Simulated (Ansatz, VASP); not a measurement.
InSb: VASP beside Ansatz

INCAR

```
SYSTEM = InSb
ALGO = Normal
EDIFF = 1E-6
ENCUT = 520
GGA = PE
ISIF = 2
ISMEAR = 1
LASPH = .True.
LCHARG = .True.
LELF = .True.
LREAL = .False.
LVHAR = .True.
LWAVE = .False.
NBANDS = 26
NELM = 100
PREC = Accurate
SIGMA = 0.1
```

KPOINTS

```
k-points
0
Gamma
  10 10 8
  0 0 0
```

POSCAR

```
InSb
1.0
    3.0633140000     -3.0813730000      0.0000000000
    3.0633140000      3.0813730000      0.0000000000
    0.0000000000      0.0000000000      6.1268940000
In Sb
2 2
Direct
    0.2794110000      0.7205890000      0.2500000000
    0.7205890000      0.2794110000      0.7500000000
    0.7772050000      0.2227950000      0.2500000000
    0.2227950000      0.7772050000      0.7500000000
```

Input for Ansatz:

```yaml
crystal:
  lattice:
    - [3.063314, -3.081373, 0.0]
    - [3.063314, 3.081373, 0.0]
    - [0.0, 0.0, 6.126894]
  atoms:
    - { symbol: In, position: [0.279411, 0.720589, 0.25] }
    - { symbol: In, position: [0.720589, 0.279411, 0.75] }
    - { symbol: Sb, position: [0.777205, 0.222795, 0.25] }
    - { symbol: Sb, position: [0.222795, 0.777205, 0.75] }
basis:
  ecutwfc: 420
kpoints:
  mp_grid: { grid: [10, 10, 8] }
hamiltonian:
  xc: pbe
scf:
  occupations: { method: methfessel_paxton, width: 0.1 }
output:
  forces: true
  stress: true
  eigenvalues: true
```

Alike in both runs: task single point; functional PBE; k mesh 10 × 10 × 8; occupations methfessel-paxton of order 1, width 0.1 eV; no spin polarisation.

|  | VASP | Ansatz |
| --- | --- | --- |
| version | VASP 6.6.1 | Ansatz 0.2.0 |
| potentials or method | VASP PAW PBE potentials, release 64 (In_d, Sb), cutoff 520 eV | scalar-relativistic, plane waves, PAW |
| valence electrons in the cell | 36 | 56 |

```csv
,VASP,Ansatz,Ansatz less VASP
gap on the k mesh at the Fermi level (eV),none,none,-
pressure (GPa),0.1,0.1,+0.04
"traceless stress, the component that is largest in VASP (GPa)",-0.24,-0.24,0.000
```

A gap of «none» marks a metal or a gap that the smearing closes. VASP's potentials hold 36 valence electrons a cell and Ansatz's 56, so a difference there can come from the potentials and not from the codes.

Spin-orbit coupling is off throughout.
